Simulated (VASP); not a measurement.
Input of a VASP 6.6.1 run:

File INCAR:

```
SYSTEM = SrO
PREC = Accurate
ENCUT = 520
EDIFF = 1E-6
ISMEAR = 0
SIGMA = 0.05
LREAL = .FALSE.
LASPH = .TRUE.
NELM = 60
ALGO = Normal
ISIF = 2
LWAVE = .FALSE.
LCHARG = .FALSE.
GGA = CA
NBANDS = 24
```

KPOINTS

```
Automatic mesh
0
G
  9 9 8
  0 0 0
```

File POSCAR:

```
SrO
1.0
    0.0000000000     -2.5111678675     -2.5111678675
   -2.5111678675      0.0000000000     -2.5111678675
    2.5111678675      2.5111678675     -5.0223357350
Sr O
2 2
Direct
   -0.0024517324     -0.0024517324     -0.0024517324
    0.4975482676      0.4975482676      0.4975482676
    0.7634271390      0.7634271390      0.7634271390
    0.2634271390      0.2634271390      0.2634271390
```

Potentials or basis: VASP PAW LDA potentials, release 64 (Sr_sv, O).

Run with:

```bash
$ cat potpaw_LDA.64/Sr_sv/POTCAR potpaw_LDA.64/O/POTCAR > POTCAR
$ mpirun -np 1 vasp_std > vasp.out
```

Q: Estimate the largest force.

A: 0.556 eV/Å.

Q: What does it give for the pressure?

A: 4.6 GPa.

Q: What does it give for the band gap on the k mesh?

A: 3.15 eV.

Forces on the atoms (eV/Å):
```
Sr   0.000  0.000 -0.556
Sr   0.000  0.000 -0.556
O    0.000  0.000  0.556
O    0.000  0.000  0.556
```

Caveat: the cell differs from its parent crystal (atoms displaced along a vibrational mode, the cell strained); the cell stands under pressure. A k mesh can miss the band edges.
